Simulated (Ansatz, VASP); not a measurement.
# Two plane-wave programs on Be

```
Be
1.0
     2.70538    0.00000    0.00000
     0.00000    2.70538    0.00000
     0.00000    0.00000    2.70538
Be
1
Direct
  0.00000 0.00000 0.00000
```

Alike in both runs: task single point; functional PBE; k mesh 16 × 16 × 16; occupations gaussian, width 0.1 eV; no spin polarisation.

|  | VASP | Ansatz |
| --- | --- | --- |
| version | VASP 6.6.1 | Ansatz 0.2.0 |
| potentials or method | VASP PAW PBE potentials, release 64 (Be), cutoff 520 eV | scalar-relativistic, plane waves, PAW |
| valence electrons in the cell | 2 | 2 |

```tsv
	VASP	Ansatz	Ansatz less VASP
gap on the k mesh at the Fermi level (eV)	none	none	-
pressure (GPa)	-15.5	-15.5	0.00
```

A gap of «none» marks a metal or a gap that the smearing closes. The functional is the same, so the differences come from potentials, cutoffs and numerics.
